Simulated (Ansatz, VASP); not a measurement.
Given: the input of a run of VASP 6.6.1 on RbMgSbO3.

Contents of INCAR:

```
PREC = Accurate
ENCUT = 520
EDIFF = 1E-6
ISMEAR = -1
SIGMA = 0.05
LREAL = False
LASPH = True
NELM = 100
ALGO = Normal
ISIF = 2
LWAVE = False
LCHARG = True
GGA = PE
LELF = True
LVHAR = True
NBANDS = 26
```

KPOINTS

```
Automatic mesh
0
Gamma
  6 6 6
```

File POSCAR:

```
RbMgSbO3
1.0
    3.1430084492      1.8146167742      3.7695942655
   -3.1430084492      1.8146167742      3.7695942655
    0.0000000000     -3.6292335484      3.7695942655
Sb Rb Mg O
1 1 1 3
Direct
    0.5776420000      0.5647330000      0.5737850000
    0.8923250000      0.8970280000      0.8964030000
    0.3120710000      0.3133560000      0.3280520000
    0.4971450000      0.9749660000      0.4980510000
    0.9588440000      0.4932180000      0.5028050000
    0.4994790000      0.4932610000      0.9634190000
```

Potentials or basis: VASP PAW PBE potentials, release 64 (Sb, Rb_sv, Mg, O).

The run is started by

```console
$ cat potpaw_PBE.64/Sb/POTCAR potpaw_PBE.64/Rb_sv/POTCAR potpaw_PBE.64/Mg/POTCAR potpaw_PBE.64/O/POTCAR > POTCAR
$ mpirun -np 1 vasp_std > vasp.out
```

Set up the same calculation for Ansatz 0.2.0. Potentials there: Ansatz PAW.

As run (the cutoff follows the program's own potentials):

input.yaml

```yaml
crystal:
  lattice:
    - [3.1430084492, 1.8146167742, 3.7695942655]
    - [-3.1430084492, 1.8146167742, 3.7695942655]
    - [0.0, -3.6292335484, 3.7695942655]
  atoms:
    - { symbol: Sb, position: [0.577642, 0.564733, 0.573785] }
    - { symbol: Rb, position: [0.892325, 0.897028, 0.896403] }
    - { symbol: Mg, position: [0.312071, 0.313356, 0.328052] }
    - { symbol: O, position: [0.497145, 0.974966, 0.498051] }
    - { symbol: O, position: [0.958844, 0.493218, 0.502805] }
    - { symbol: O, position: [0.499479, 0.493261, 0.963419] }
hamiltonian:
  xc: pbe
  pseudopotentials: { kind: paw }
kpoints:
  mp_grid: { grid: [6, 6, 6] }
scf:
  occupations: { method: fermi_dirac, width: 0.05 }
output:
  forces: true
  stress: true
  eigenvalues: true
```

Potentials or basis: Ansatz PAW.

Command:

```bash
$ ansatz run input.yaml --threads 2 --pin off --max-ram 5120MiB --backend cpu --events-out ev --progress --plain --runs-dir out
```

Both were run:

|  | VASP | Ansatz | Ansatz less VASP |
| --- | --- | --- | --- |
| gap on the k mesh at the Fermi level (eV) | 2.68 | 2.69 | +0.016 |
| least direct gap on the mesh (eV) | 2.73 | 2.75 | +0.019 |
| pressure (GPa) | 2.0 | 1.8 | -0.19 |
| traceless stress, the component that is largest in VASP (GPa) | 2.33 | 2.16 | -0.168 |
| rms of the force components (eV/Å) | 0.881 | 0.805 | -0.0759 |

Atom by atom the forces differ by 0.090 eV/Å (rms over components). VASP's potentials hold 34 valence electrons a cell and Ansatz's 52, so a difference there can come from the potentials and not from the codes.

Neither program's run includes spin-orbit coupling.
